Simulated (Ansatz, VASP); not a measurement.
# SrTi: VASP beside Ansatz

```
CELL_PARAMETERS angstrom
3.38134 0.00000 0.00000
0.00000 3.38134 0.00000
0.00000 0.00000 5.11783
ATOMIC_POSITIONS crystal
Sr 0.50000 0.50000 0.50000
Ti 0.00000 0.00000 0.00000
```

Alike in both runs: functional PBE; k mesh 6 × 6 × 4; occupations gaussian, width 0.1 eV; no spin polarisation.

Ansatz relaxed the structure, and its values are those at the end. VASP's run is a single point on that final structure, the one shown.

```csv
,VASP,Ansatz
version,VASP 6.6.1,Ansatz 0.2.0
potentials or method,"VASP PAW PBE potentials, release 64 (Sr_sv, Ti_sv), cutoff 520 eV","scalar-relativistic, plane waves, PAW"
valence electrons in the cell,22,22
```

```csv
,VASP,Ansatz,Ansatz less VASP
gap on the k mesh at the Fermi level (eV),none,none,-
pressure (GPa),0.1,0.0,-0.04
```

A gap of «none» marks a metal or a gap that the smearing closes.
